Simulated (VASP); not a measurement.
Crystal: SrO.

```
Sr O
1.0
     0.00000    2.57989    2.57989
     2.57989    0.00000    2.57989
     2.57989    2.57989    0.00000
Sr O
1 1
Direct
  0.00000 0.00000 0.00000
  0.50000 0.50000 0.50000
```

Base run:

- Program: VASP 6.6.1
- Functional: PBEsol
- Potentials or basis: VASP PAW PBE potentials, release 64 (Sr_sv, O)
- Cutoff: 520 eV
- k mesh: 6 × 6 × 6
- Occupations: gaussian, width 0.01 eV
- Spin: no spin polarisation

Its results: band gap on the k mesh 3.16 eV (least direct gap 3.26 eV); pressure -1.4 GPa.

**Question.** The run is repeated on the same cell with these changes: functional from PBEsol to PBE-based screened hybrid with 30 % exact exchange; k mesh from 6 × 6 × 6 to 4 × 4 × 4. What comes out?

**Answer.** Band gap on the k mesh 4.75 eV (least direct gap 4.86 eV); pressure -0.1 GPa.

Several settings changed at once.

Caveats: some runs use coarse meshes; the PAW data sets were made with another functional, which shifts forces and pressure a little.

A k mesh can miss the band edges.
